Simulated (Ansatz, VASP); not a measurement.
## VN2: VASP beside Ansatz

INCAR

```
SYSTEM = VN2
PREC     = Accurate       ! precision mode
ENCUT    = 520            ! plane-wave cutoff, eV
EDIFF    = 1E-6           ! SCF threshold, eV
ISMEAR   = 0              ! smearing method
SIGMA    = 0.15           ! smearing width, eV
LREAL    = .FALSE.        ! projectors in reciprocal space
LASPH    = .TRUE.         ! aspherical terms in the spheres
NELM     = 80             ! most SCF steps
ALGO     = Normal         ! electronic algorithm
ISIF     = 2              ! what is computed and relaxed
LWAVE    = .FALSE.        ! write WAVECAR
LCHARG   = .FALSE.        ! write CHGCAR
GGA      = PS             ! functional
NBANDS   = 32             ! bands
```

File KPOINTS:

```
Automatic mesh
0
G
  16 16 16
  0 0 0
```

POSCAR

```
VN2
1.0
   -2.0238064750      2.0238064750      2.5166634980
    2.0238064750     -2.0238064750      2.5166634980
    2.0238064750      2.0238064750     -2.5166634980
V N
2 4
Direct
    0.2500000000      0.2500000000      0.0000000000
    0.7500000000      0.7500000000      0.0000000000
    0.1142608421      0.6142608421      0.7285216842
    0.6142608421      0.8857391579      0.5000000000
    0.8857391579      0.3857391579      0.2714783159
    0.3857391579      0.1142608421      0.5000000000
```

Input for Ansatz:

```yaml
crystal:
  lattice:
    - [-2.023806475, 2.023806475, 2.516663498]
    - [2.023806475, -2.023806475, 2.516663498]
    - [2.023806475, 2.023806475, -2.516663498]
  atoms:
    - { symbol: V, position: [0.25, 0.25, 0.0] }
    - { symbol: V, position: [0.75, 0.75, 0.0] }
    - { symbol: "N", position: [0.1142608421, 0.6142608421, 0.7285216842] }
    - { symbol: "N", position: [0.6142608421, 0.8857391579, 0.5] }
    - { symbol: "N", position: [0.8857391579, 0.3857391579, 0.2714783159] }
    - { symbol: "N", position: [0.3857391579, 0.1142608421, 0.5] }
basis:
  ecutwfc: 420
kpoints:
  mp_grid: { grid: [16, 16, 16] }
hamiltonian:
  xc: pbesol
scf:
  occupations: { method: gaussian, width: 0.15 }
output:
  forces: true
  stress: true
  eigenvalues: true
  write_density: true
  write_potential: true
  elf: true
  volumetric_format: npy
```

Change from the starting cell: strain -0.050 along x and y, +0.025 along z, atoms carried along.

Alike in both runs: task single point; functional PBEsol; k mesh 16 × 16 × 16; occupations gaussian, width 0.15 eV; no spin polarisation.

|  | VASP | Ansatz |
| --- | --- | --- |
| version | VASP 6.6.1 | Ansatz 0.2.0 |
| potentials or method | VASP PAW PBE potentials, release 64 (V_sv, N), cutoff 520 eV | scalar-relativistic, plane waves, PAW |
| valence electrons in the cell | 46 | 46 |

Ansatz gave:

* gap on the k mesh at the Fermi level (eV): none
* pressure (GPa): 37.5
* traceless stress, the component that is largest in VASP (GPa): -31.03
* rms of the force components (eV/Å): 0.598

Q: What did VASP give for the same quantities?

A: gap on the k mesh at the Fermi level (eV): none; pressure (GPa): 38.7; traceless stress, the component that is largest in VASP (GPa): -31.48; rms of the force components (eV/Å): 0.654.

VASP's potentials were made for PBE, not for PBEsol. Atom by atom the forces differ by 0.056 eV/Å (rms over components). A gap of «none» marks a metal or a gap that the smearing closes. Both programs put the cell under a high pressure, so it lies far from rest at this level.
